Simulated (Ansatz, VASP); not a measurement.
# SiS3: VASP beside Ansatz

```
Si S
1.0
     0.00000    3.14063    3.14063
     3.14063    0.00000    3.14063
     3.14063    3.14063    0.00000
Si S
1 3
Direct
  0.00000 0.00000 0.00000
  0.25000 0.25000 0.25000
  0.75000 0.75000 0.75000
  0.50000 0.50000 0.50000
```

Change from the starting cell: species swapped into the TaW3 type (Fm-3m, No. 225).

Alike in both runs: functional PBE; k mesh 12 × 12 × 12; occupations gaussian, width 0.1 eV; no spin polarisation.

Ansatz relaxed the structure, and its values are those at the end. VASP's run is a single point on that final structure, the one shown.

```csv
,VASP,Ansatz
version,VASP 6.6.1,Ansatz 0.2.0
potentials or method,"VASP PAW PBE potentials, release 64 (Si, S), cutoff 500 eV","scalar-relativistic, plane waves, PAW"
valence electrons in the cell,22,22
```

|  | VASP | Ansatz | Ansatz less VASP |
| --- | --- | --- | --- |
| gap on the k mesh at the Fermi level (eV) | none | none | - |
| pressure (GPa) | -0.1 | 0.0 | +0.13 |

A gap of «none» marks a metal or a gap that the smearing closes.
